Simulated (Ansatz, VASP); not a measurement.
One calculation of NaH, two programs

```xyz
2
Lattice="0.0120 2.4017 2.4017 2.4017 0.0120 2.4017 2.4017 2.4017 0.0120" Properties=species:S:1:pos:R:3 pbc="T T T"
Na    0.0000    0.0000    0.0000
H     2.4077    2.4077    2.4077
```

Change from the starting cell: equal xy, yz and zx engineering shears of +0.5 %.

Alike in both runs: task relaxation of the atoms; functional PBEsol; k mesh 8 × 8 × 8; no spin polarisation.

|  | VASP | Ansatz |
| --- | --- | --- |
| version | VASP 6.6.1 | Ansatz 0.2.0 |
| potentials or method | VASP PAW PBE potentials, release 64 (Na_pv, H), cutoff 520 eV | all-electron LAPW, scalar-relativistic |
| occupations | gaussian, width 0.01 eV | fixed |

```csv
,VASP,Ansatz,Ansatz less VASP
"gap on the k mesh at the Fermi level, each at its own relaxed structure (eV)",3.56,3.56,+0.003
```

VASP's potentials were made for PBE, not for PBEsol. Ansatz ran all-electron here, and VASP with PAW potentials.

Noted on VASP's run: the relaxation stopped at its first step, so nothing moved.
